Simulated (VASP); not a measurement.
A run of VASP 6.6.1:

The input INCAR:

```
SYSTEM = Zr3NbTe2
PREC = Accurate
ENCUT = 600
EDIFF = 1E-6
ISMEAR = 0
SIGMA = 0.1
LREAL = .False.
LASPH = .True.
NELM = 100
ALGO = Fast
ISIF = 3
LWAVE = .False.
LCHARG = .False.
GGA = PE
IBRION = 2
NSW = 100
EDIFFG = -0.01
```

Contents of KPOINTS:

```
Automatic mesh
0
Gamma
  6 6 8
  0 0 0
```

File POSCAR:

```
Zr3NbTe2
1.0
    5.8839172731      0.0000000000      0.0000000000
   -2.9419586366      5.0956218323      0.0000000000
    0.0000000000      0.0000000000      4.7472631454
Zr Nb Te
3 1 2
Direct
    0.5000000000      0.0000000000      0.5000000000
    0.5000000000      0.5000000000      0.5000000000
    0.0000000000      0.5000000000      0.5000000000
    0.0000000000      0.0000000000      0.0000000000
    0.3333333333      0.6666666667      0.0000000000
    0.6666666667      0.3333333333      0.0000000000
```

Potentials or basis: VASP PAW PBE potentials, release 64 (Zr_sv, Nb_sv, Te).

The run is started by

```console
$ cat potpaw_PBE.64/Zr_sv/POTCAR potpaw_PBE.64/Nb_sv/POTCAR potpaw_PBE.64/Te/POTCAR > POTCAR
$ mpirun -np 1 vasp_std > vasp.out
```

Hardware: 1 thread of Intel(R) Xeon(R) Platinum 8175M CPU @ 2.50GHz (Skylake/Cascade Lake) (shared host).

Q: How long does it take, and how much memory?

A: Wall time 40 min on 1 thread of Intel(R) Xeon(R) Platinum 8175M CPU @ 2.50GHz (Skylake/Cascade Lake), with other jobs on the host, peak memory 0.46 GiB. Counts: scf iterations 146, k points 35, ion steps 3.
